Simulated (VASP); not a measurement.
# TiAl3 (Pm-3m) in VASP: further runs

TiAl3 is run at these levels: r2SCAN; tasks: single point.

Everything below comes from runs of VASP 6.6.1. Logs are shortened: lines on timing, memory, paths and dates and some standing lists are left out, and cuts for length are marked.

### Step 1. The cell of the first run

Symmetry: Pm-3m, No. 221, cubic system. Conventional cell: a = 3.833 Å, b = 3.833 Å, c = 3.833 Å, α = 90.00°, β = 90.00°, γ = 90.00°. Within 3.6 Å of Ti (site symmetry m-3m) lie 12 Al at 2.71 Å. Al (site symmetry 4/mmm) has 4 Ti at 2.71 Å and 8 Al at 2.71 Å within 3.6 Å.

### Step 2. Single point, r2SCAN (volume scaled by 0.91)

POSCAR

```
TiAl3
1.0
    3.8332515647      0.0000000000      0.0000000000
    0.0000000000      3.8332515647      0.0000000000
    0.0000000000      0.0000000000      3.8332515647
Ti Al
1 3
Direct
    0.0000000000      0.0000000000      0.0000000000
    0.5000000000      0.5000000000      0.0000000000
    0.5000000000      0.0000000000      0.5000000000
    0.0000000000      0.5000000000      0.5000000000
```

INCAR.step1

```
SYSTEM = TiAl3
ALGO = Normal ; EDIFF = 1E-4
ENCUT = 520 ; GGA = PE
ISMEAR = 0 ; LASPH = .TRUE.
LCHARG = .FALSE. ; LREAL = .FALSE.
LWAVE = .TRUE. ; NBANDS = 18
NELM = 60 ; PREC = Accurate
SIGMA = 0.1
```

INCAR.step2

```
SYSTEM = TiAl3
ALGO = Normal ; EDIFF = 1E-7
ENCUT = 520 ; ISIF = 2
ISMEAR = 0 ; ISTART = 1
LASPH = .TRUE. ; LCHARG = .FALSE.
LMIXTAU = .TRUE. ; LREAL = .FALSE.
LWAVE = .FALSE. ; METAGGA = R2SCAN
NBANDS = 18 ; NELM = 60
PREC = Accurate ; SIGMA = 0.1
```

KPOINTS

```
k-points
0
G
  10 10 10
  0 0 0
```

Potentials or basis: VASP PAW PBE potentials, release 64 (Ti_sv, Al).

Command:

```console
> cat potpaw_PBE.64/Ti_sv/POTCAR potpaw_PBE.64/Al/POTCAR > POTCAR
> cp INCAR.step1 INCAR
> mpirun -np 1 vasp_std > vasp.out
> cp INCAR.step2 INCAR
> mpirun -np 1 vasp_std > vasp.out
```

OUTCAR:

```text
SYSTEM = TiAl3
   EDIFF = 1E-7
   ENCUT = 520
   ISIF = 2
   ISMEAR = 0
   ISTART = 1
   LASPH = .TRUE.
   LREAL = .FALSE.
   METAGGA = R2SCAN
   NELM = 60
   PREC = Accurate

 ion  position               nearest neighbor table
   1  0.000  0.000  0.000-   2 2.71   3 2.71   4 2.71   3 2.71   4 2.71   2 2.71   4 2.71   4 2.71
                             2 2.71   3 2.71   3 2.71   2 2.71
   2  0.500  0.500  0.000-   1 2.71   3 2.71   4 2.71   3 2.71   4 2.71   1 2.71   3 2.71   3 2.71
                             1 2.71   4 2.71   4 2.71   1 2.71
   3  0.500  0.000  0.500-   1 2.71   2 2.71   4 2.71   1 2.71   2 2.71   2 2.71   4 2.71   2 2.71
                             1 2.71   4 2.71   1 2.71   4 2.71
   4  0.000  0.500  0.500-   1 2.71   2 2.71   3 2.71   1 2.71   2 2.71   1 2.71   3 2.71   1 2.71
                             2 2.71   3 2.71   2 2.71   3 2.71

  LATTYP: Found a simple cubic cell.
 ALAT       =     3.8332515647

  Lattice vectors:

 A1 = (   3.8332515647,   0.0000000000,   0.0000000000)
 A2 = (   0.0000000000,   3.8332515647,   0.0000000000)
 A3 = (   0.0000000000,   0.0000000000,   3.8332515647)

Analysis of symmetry for initial positions (statically):
=====================================================================
 Subroutine PRICEL returns:
 Original cell was already a primitive cell.

 Routine SETGRP: Setting up the symmetry group for a
 simple cubic supercell.

 Subroutine GETGRP returns: Found 48 space group operations
 (whereof 48 operations were pure point group operations)
 out of a pool of 48 trial point group operations.

The static configuration has the point symmetry O_h .

Analysis of symmetry for dynamics (positions and initial velocities):
=====================================================================
 Subroutine PRICEL returns:
 Original cell was already a primitive cell.

 Routine SETGRP: Setting up the symmetry group for a
 simple cubic supercell.

 Subroutine GETGRP returns: Found 48 space group operations
 (whereof 48 operations were pure point group operations)
 out of a pool of 48 trial point group operations.

The dynamic configuration has the point symmetry O_h .

 Subroutine INISYM returns: Found 48 space group operations
 (whereof 48 operations are pure point group operations),
 and found     1 'primitive' translations

----------------------------------------------------------------------------------------

                                     Primitive cell

  volume of cell :      56.3251

  direct lattice vectors                    reciprocal lattice vectors
     3.833251565  0.000000000  0.000000000     0.260875130  0.000000000  0.000000000
     0.000000000  3.833251565  0.000000000     0.000000000  0.260875130  0.000000000
     0.000000000  0.000000000  3.833251565     0.000000000  0.000000000  0.260875130

  length of vectors
     3.833251565  3.833251565  3.833251565     0.260875130  0.260875130  0.260875130

  position of ions in fractional coordinates (direct lattice)
     0.000000000  0.000000000  0.000000000
     0.500000000  0.500000000  0.000000000
     0.500000000  0.000000000  0.500000000
     0.000000000  0.500000000  0.500000000

  ion indices of the primitive-cell ions
   primitive index   ion index
                 1           1
                 2           2
                 3           3
                 4           4

----------------------------------------------------------------------------------------

 KPOINTS: k-points

Automatic generation of k-mesh.
 Grid dimensions read from file:
 generate k-points for:   10   10   10

 Generating k-lattice:

  Cartesian coordinates                     Fractional coordinates (reciprocal lattice)
     0.026087513  0.000000000  0.000000000     0.100000000  0.000000000  0.000000000
     0.000000000  0.026087513  0.000000000     0.000000000  0.100000000  0.000000000
     0.000000000  0.000000000  0.026087513     0.000000000  0.000000000  0.100000000

  Length of vectors
     0.026087513  0.026087513  0.026087513

[... 57 lines left out ...]
      5       0.4075      2.00000
      6       1.3220      2.00000
[... 10 lines left out ...]
     17      13.8973      0.00000
     18      16.9176      0.00000

 k-point     7 :       0.1000    0.1000    0.0000
  band No.  band energies     occupation
      1     -48.8670      2.00000
      2     -24.1686      2.00000
      3     -24.1682      2.00000
      4     -24.1649      2.00000
      5      -1.6305      2.00000
      6       5.8917      2.00000
[... 10 lines left out ...]
     17      16.3390      0.00000
     18      16.6183      0.00000

 k-point     8 :       0.2000    0.1000    0.0000
  band No.  band energies     occupation
      1     -48.8666      2.00000
      2     -24.1770      2.00000
      3     -24.1677      2.00000
      4     -24.1642      2.00000
      5      -1.3053      2.00000
      6       4.7045      2.00000
[... 10 lines left out ...]
     17      15.8591      0.00000
     18      16.0638      0.00000
[... 229 lines left out ...]
     17      14.6835      0.00000
     18      16.5660      0.00000

 k-point    20 :       0.5000    0.4000    0.0000
  band No.  band energies     occupation
      1     -48.8644      2.00000
      2     -24.1958      2.00000
      3     -24.1922      2.00000
      4     -24.1607      2.00000
      5       1.6833      2.00000
      6       2.9701      2.00000
[... 10 lines left out ...]
     17      14.8464      0.00000
     18      16.6675      0.00000

 k-point    21 :       0.5000    0.5000    0.0000
  band No.  band energies     occupation
      1     -48.8642      2.00000
      2     -24.1953      2.00000
      3     -24.1953      2.00000
      4     -24.1604      2.00000
      5       2.0187      2.00000
      6       3.4840      2.00000
[... 10 lines left out ...]
     17      15.7006      0.00000
     18      16.5061      0.00000

 k-point    22 :       0.1000    0.1000    0.1000
  band No.  band energies     occupation
      1     -48.8668      2.00000
      2     -24.1685      2.00000
      3     -24.1679      2.00000
      4     -24.1679      2.00000
      5      -1.5216      2.00000
      6       5.9565      2.00000
[... 10 lines left out ...]
     17      16.3308      0.00000
     18      16.3710      0.00000

 k-point    23 :       0.2000    0.1000    0.1000
  band No.  band energies     occupation
      1     -48.8664      2.00000
      2     -24.1767      2.00000
      3     -24.1676      2.00000
      4     -24.1673      2.00000
      5      -1.1984      2.00000
      6       4.7834      2.00000
[... 10 lines left out ...]
     17      15.8603      0.00000
     18      15.9530      0.00000

 k-point    24 :       0.3000    0.1000    0.1000
  band No.  band energies     occupation
      1     -48.8660      2.00000
      2     -24.1873      2.00000
      3     -24.1668      2.00000
      4     -24.1664      2.00000
      5      -0.6724      2.00000
      6       3.4674      2.00000
[... 10 lines left out ...]
     17      15.2080      0.00000
     18      16.5534      0.00000

 [... further k-points ...]
[... 5 lines left out ...]
  --------------------------------------------------------------------------------------
  -------------------------------------------------------------------------------------
  Total        4.5835782      4.5835782      4.5835782     -0.0000000     -0.0000000      0.0000000
  in kB      130.3806861    130.3806861    130.3806861     -0.0000000     -0.0000000      0.0000000
  external PRESSURE =     130.3806861 kB  Pullay stress =       0.0000000 kB

 VOLUME and BASIS-vectors are now :
 -----------------------------------------------------------------------------
  energy-cutoff  :      520.00
  volume of cell :       56.33
      direct lattice vectors                 reciprocal lattice vectors
     3.833251565  0.000000000  0.000000000     0.260875130  0.000000000  0.000000000
     0.000000000  3.833251565  0.000000000     0.000000000  0.260875130  0.000000000
     0.000000000  0.000000000  3.833251565     0.000000000  0.000000000  0.260875130

 POSITION                                       TOTAL-FORCE (eV/Angst)
 -----------------------------------------------------------------------------------
      0.00000      0.00000      0.00000         0.000000      0.000000      0.000000
      1.91663      1.91663      0.00000         0.000000      0.000000      0.000000
      1.91663      0.00000      1.91663         0.000000      0.000000      0.000000
      0.00000      1.91663      1.91663         0.000000      0.000000      0.000000
 -----------------------------------------------------------------------------------
    total drift:                                0.000000     -0.000000      0.000000

  FREE ENERGIE OF THE ION-ELECTRON SYSTEM (eV)
  ---------------------------------------------------
  free  energy   TOTEN  =       -34.6137424441 eV

  energy  without entropy=      -34.6055183782  energy(sigma->0) =      -34.60963041
```

It took 1.9 min on 1 thread of Intel Xeon 6975P-C (Granite Rapids), shared host; peak memory 0.2 GiB.

Results:

- Free energy: -34.6137 eV
- Pressure: 13.0 GPa

Caveat: the cell differs from its parent crystal (volume scaled by 0.91); the PAW data sets were made with another functional, which shifts forces and pressure a little.

### Step 3. Single point, r2SCAN (volume scaled by 0.94)

POSCAR

```
TiAl3
1.0
    3.8749206071      0.0000000000      0.0000000000
    0.0000000000      3.8749206071      0.0000000000
    0.0000000000      0.0000000000      3.8749206071
Ti Al
1 3
Direct
    0.0000000000      0.0000000000      0.0000000000
    0.5000000000      0.5000000000      0.0000000000
    0.5000000000      0.0000000000      0.5000000000
    0.0000000000      0.5000000000      0.5000000000
```

INCAR.step1

```
PREC = Accurate
ENCUT = 520
ISMEAR = 0
SIGMA = 0.1
LREAL = False
LASPH = True
NELM = 80
NBANDS = 18
GGA = PE
ALGO = Normal
EDIFF = 1E-4
LWAVE = True
LCHARG = False
```

INCAR.step2

```
PREC = Accurate
ENCUT = 520
EDIFF = 1E-6
ISMEAR = 0
SIGMA = 0.1
LREAL = False
LASPH = True
NELM = 80
ALGO = Normal
ISIF = 2
LWAVE = False
LCHARG = True
METAGGA = R2SCAN
LMIXTAU = True
LELF = True
LVHAR = True
NBANDS = 18
ISTART = 1
```

KPOINTS

```
regular mesh
0
Gamma
  10 10 10
```

Potentials or basis: VASP PAW PBE potentials, release 64 (Ti_sv, Al).

Command:

```console
> cat potpaw_PBE.64/Ti_sv/POTCAR potpaw_PBE.64/Al/POTCAR > POTCAR
> cp INCAR.step1 INCAR
> mpirun -np 1 vasp_std > vasp.out
> cp INCAR.step2 INCAR
> mpirun -np 1 vasp_std > vasp.out
```

Run time: 1.8 min. Hardware: 1 thread of Intel Xeon 6975P-C (Granite Rapids), shared host; peak memory 0.2 GiB.

Results (log left out):

```
Free energy : -34.7355 eV
Pressure    : 8.0 GPa
```

Levels at points of the mesh, in eV from the Fermi level:
```tsv
k point	band 6	band 7	band 8	band 9	band 10	band 11	band 12	band 13	band 14	band 15
(0.00, 0.00, 0.00)	-3.38	-3.38	-2.47	-2.47	-2.47	0.10	0.10	0.10	0.57	5.01
(0.50, 0.00, 0.00)	-8.79	-2.61	-2.61	-2.50	0.40	0.72	0.72	0.85	1.27	2.06
(0.50, 0.50, 0.00)	-6.70	-6.70	-5.64	-1.48	-1.48	0.64	1.08	1.15	1.50	3.96
(0.50, 0.50, 0.50)	-5.58	-5.58	-5.58	-4.00	-4.00	-4.00	0.30	1.56	1.56	3.22
```

Caveat: the cell differs from its parent crystal (volume scaled by 0.94); the PAW data sets were made with another functional, which shifts forces and pressure a little.

### Step 4. Single point, r2SCAN (volume scaled by 0.97)

POSCAR

```
TiAl3
1.0
    3.9157122428      0.0000000000      0.0000000000
    0.0000000000      3.9157122428      0.0000000000
    0.0000000000      0.0000000000      3.9157122428
Ti Al
1 3
Direct
    0.0000000000      0.0000000000      0.0000000000
    0.5000000000      0.5000000000      0.0000000000
    0.5000000000      0.0000000000      0.5000000000
    0.0000000000      0.5000000000      0.5000000000
```

INCAR.step1

```
SYSTEM = TiAl3
ALGO = Normal ; EDIFF = 1E-4
ENCUT = 520 ; GGA = PE
ISMEAR = 0 ; LASPH = .True.
LCHARG = .False. ; LREAL = .False.
LWAVE = .True. ; NBANDS = 18
NELM = 80 ; PREC = Accurate
SIGMA = 0.1
```

INCAR.step2

```
SYSTEM = TiAl3
ALGO = Normal ; EDIFF = 1E-6
ENCUT = 520 ; ISIF = 2
ISMEAR = 0 ; ISTART = 1
LASPH = .True. ; LCHARG = .False.
LMIXTAU = .True. ; LREAL = .False.
LWAVE = .False. ; METAGGA = R2SCAN
NBANDS = 18 ; NELM = 80
PREC = Accurate ; SIGMA = 0.1
```

KPOINTS

```
k-points
0
Gamma
  10 10 10
  0 0 0
```

Command:

```console
> cat potpaw_PBE.64/Ti_sv/POTCAR potpaw_PBE.64/Al/POTCAR > POTCAR
> cp INCAR.step1 INCAR
> mpirun -np 1 vasp_std > vasp.out
> cp INCAR.step2 INCAR
> mpirun -np 1 vasp_std > vasp.out
```

Wall time 1.7 min (1 thread of Intel Xeon 6975P-C (Granite Rapids), shared host); peak memory 0.2 GiB.

Results (log left out):

```
Free energy : -34.8027 eV
Pressure    : 3.6 GPa
```

Levels at points of the mesh, in eV from the Fermi level:
```csv
k point,band 7,band 8,band 9,band 10,band 11,band 12,band 13,band 14
"(0.00, 0.00, 0.00)",-3.30,-2.44,-2.44,-2.44,0.11,0.11,0.11,0.60
"(0.50, 0.00, 0.00)",-2.54,-2.54,-2.41,0.39,0.69,0.69,0.87,1.21
"(0.50, 0.50, 0.00)",-6.62,-5.54,-1.44,-1.44,0.62,1.08,1.11,1.44
"(0.50, 0.50, 0.50)",-5.50,-5.50,-3.95,-3.95,-3.95,0.25,1.50,1.50
```

Caveat: the cell differs from its parent crystal (volume scaled by 0.97); the PAW data sets were made with another functional, which shifts forces and pressure a little.

### Step 5. Single point, r2SCAN

This run uses another cell than the first one, of 15.47 Å³/atom, 1.099 times its volume.

POSCAR

```
TiAl3
1.0
    3.9556712500      0.0000000000      0.0000000000
    0.0000000000      3.9556712500      0.0000000000
    0.0000000000      0.0000000000      3.9556712500
Ti Al
1 3
Direct
    0.0000000000      0.0000000000      0.0000000000
    0.5000000000      0.5000000000      0.0000000000
    0.5000000000      0.0000000000      0.5000000000
    0.0000000000      0.5000000000      0.5000000000
```

INCAR.step1

```
SYSTEM = TiAl3
PREC = Accurate
ENCUT = 520
ISMEAR = 0
SIGMA = 0.1
LREAL = .FALSE.
LASPH = .TRUE.
NELM = 100
NBANDS = 18
GGA = PE
ALGO = Normal
EDIFF = 1E-4
LWAVE = .TRUE.
LCHARG = .FALSE.
```

INCAR.step2

```
SYSTEM = TiAl3
PREC = Accurate
ENCUT = 520
EDIFF = 1E-6
ISMEAR = 0
SIGMA = 0.1
LREAL = .FALSE.
LASPH = .TRUE.
NELM = 100
ALGO = Normal
ISIF = 2
LWAVE = .FALSE.
LCHARG = .TRUE.
METAGGA = R2SCAN
LMIXTAU = .TRUE.
LELF = .TRUE.
LVHAR = .TRUE.
NBANDS = 18
ISTART = 1
```

KPOINTS

```
regular mesh
0
G
  10 10 10
  0 0 0
```

Command:

```console
> cat potpaw_PBE.64/Ti_sv/POTCAR potpaw_PBE.64/Al/POTCAR > POTCAR
> cp INCAR.step1 INCAR
> mpirun -np 1 vasp_std > vasp.out
> cp INCAR.step2 INCAR
> mpirun -np 1 vasp_std > vasp.out
```

Wall time 1.9 min (1 thread of Intel Xeon 6975P-C (Granite Rapids), shared host); peak memory 0.2 GiB.

Results (log left out):

```yaml
Free_energy: -34.8229 eV
Pressure: -0.1 GPa
```

Levels at points of the mesh, in eV from the Fermi level:
| k point | band 6 | band 7 | band 8 | band 9 | band 10 | band 11 | band 12 | band 13 | band 14 | band 15 |
| --- | --- | --- | --- | --- | --- | --- | --- | --- | --- | --- |
| (0.00, 0.00, 0.00) | -3.23 | -3.23 | -2.42 | -2.42 | -2.42 | 0.11 | 0.11 | 0.11 | 0.63 | 4.52 |
| (0.50, 0.00, 0.00) | -8.53 | -2.48 | -2.48 | -2.32 | 0.38 | 0.66 | 0.66 | 0.89 | 1.17 | 1.67 |
| (0.50, 0.50, 0.00) | -6.55 | -6.55 | -5.44 | -1.39 | -1.39 | 0.61 | 1.06 | 1.08 | 1.39 | 3.76 |
| (0.50, 0.50, 0.50) | -5.43 | -5.43 | -5.43 | -3.90 | -3.90 | -3.90 | 0.20 | 1.45 | 1.45 | 2.94 |

Caveat: the PAW data sets were made with another functional, which shifts forces and pressure a little.

### Step 6. Single point, r2SCAN (volume scaled by 1.03)

POSCAR

```
TiAl3
1.0
    3.9948388591      0.0000000000      0.0000000000
    0.0000000000      3.9948388591      0.0000000000
    0.0000000000      0.0000000000      3.9948388591
Ti Al
1 3
Direct
    0.0000000000      0.0000000000      0.0000000000
    0.5000000000      0.5000000000      0.0000000000
    0.5000000000      0.0000000000      0.5000000000
    0.0000000000      0.5000000000      0.5000000000
```

INCAR.step1

```
SYSTEM = TiAl3
ALGO = Normal
EDIFF = 1E-4
ENCUT = 520
GGA = PE
ISMEAR = 0
LASPH = .TRUE.
LCHARG = .FALSE.
LREAL = .FALSE.
LWAVE = .TRUE.
NBANDS = 18
NELM = 60
PREC = Accurate
SIGMA = 0.1
```

INCAR.step2

```
SYSTEM = TiAl3
ALGO = Normal
EDIFF = 1E-7
ENCUT = 520
ISIF = 2
ISMEAR = 0
ISTART = 1
LASPH = .TRUE.
LCHARG = .FALSE.
LMIXTAU = .TRUE.
LREAL = .FALSE.
LWAVE = .FALSE.
METAGGA = R2SCAN
NBANDS = 18
NELM = 60
PREC = Accurate
SIGMA = 0.1
```

KPOINTS

```
k-points
0
G
  10 10 10
  0 0 0
```

Potentials or basis: VASP PAW PBE potentials, release 64 (Ti_sv, Al).

Command:

```console
> cat potpaw_PBE.64/Ti_sv/POTCAR potpaw_PBE.64/Al/POTCAR > POTCAR
> cp INCAR.step1 INCAR
> mpirun -np 1 vasp_std > vasp.out
> cp INCAR.step2 INCAR
> mpirun -np 1 vasp_std > vasp.out
```

Wall time 1.9 min (1 thread of Intel Xeon 6975P-C (Granite Rapids), shared host); peak memory 0.2 GiB.

It converged, with:

```
Free energy : -34.8026 eV
Pressure    : -3.3 GPa
```

Levels at points of the mesh, in eV from the Fermi level:
| k point | band 8 | band 9 | band 10 | band 11 | band 12 | band 13 |
| --- | --- | --- | --- | --- | --- | --- |
| (0.00, 0.00, 0.00) | -2.39 | -2.39 | -2.39 | 0.12 | 0.12 | 0.12 |
| (0.50, 0.00, 0.00) | -2.41 | -2.23 | 0.37 | 0.63 | 0.63 | 0.92 |
| (0.50, 0.50, 0.00) | -5.34 | -1.35 | -1.35 | 0.60 | 1.03 | 1.08 |
| (0.50, 0.50, 0.50) | -5.31 | -3.84 | -3.84 | -3.84 | 0.16 | 1.40 |

Caveat: the cell differs from its parent crystal (volume scaled by 1.03); the PAW data sets were made with another functional, which shifts forces and pressure a little.

### Step 7. Overview

```tsv
cell	gap on the mesh (eV)	pressure (GPa)
a = 3.833 Å, 4 atoms	none	13.0
a = 3.875 Å, 4 atoms	none	8.0
a = 3.916 Å, 4 atoms	none	3.6
a = 3.956 Å, 4 atoms	none	-0.1
a = 3.995 Å, 4 atoms	none	-3.3
```

Alike in all rows: task single point; level r2SCAN; potentials or basis VASP PAW PBE potentials, release 64 (Ti_sv, Al); no spin polarisation; k mesh 10 × 10 × 10; cutoff (eV) 520; smearing gaussian 0.1 eV.

Caveats: the PAW data sets were made with another functional, which shifts forces and pressure a little.

Absolute energies hang on the potentials; compare differences alone.
